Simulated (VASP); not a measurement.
**Sn3C5: single point with PBE**

Crystal: Sn3C5.

```
CELL_PARAMETERS angstrom
-2.96513 2.96513 2.96513
2.96513 -2.96513 2.96513
2.96513 2.96513 -2.96513
ATOMIC_POSITIONS crystal
Sn 0.00000 0.50000 0.50000
Sn 0.50000 0.50000 0.00000
Sn 0.50000 0.00000 0.50000
C 0.00000 0.00000 0.00000
C 0.00000 0.00000 0.50000
C 0.00000 0.50000 0.00000
C 0.50000 0.00000 0.00000
C 0.50000 0.50000 0.50000
```

```
Program             : VASP 6.6.1
Task                : single point
Functional          : PBE
Potentials or basis : VASP PAW PBE potentials, release 64 (Sn_d, C)
Cutoff              : 520 eV
k mesh              : 10 × 10 × 10
Occupations         : gaussian, width 0.1 eV
Spin                : no spin polarisation
```

```yaml
Pressure: 0.1 GPa
Band_gap_on_the_k_mesh: zero (band 31 reaches 9.70 eV, above the bottom of band 32 at 7.82 eV)
```

Levels at points of the mesh, in eV from the Fermi level:
```csv
k point,band 29,band 30,band 31,band 32,band 33,band 34
"(0.00, 0.00, 0.00)",-1.60,-0.95,-0.95,-0.95,1.19,1.19
"(0.50, 0.00, 0.00)",-1.02,-0.72,0.08,0.28,0.40,0.62
"(0.50, 0.50, 0.50)",-0.96,0.93,0.93,0.93,1.31,1.31
```

Wall time 98 s on 1 thread of Intel(R) Xeon(R) 6975P-C (Granite Rapids) (shared host), peak memory 0.32 GiB.

Caveat: spin-orbit coupling is left out, which moves the levels of the heavy elements.
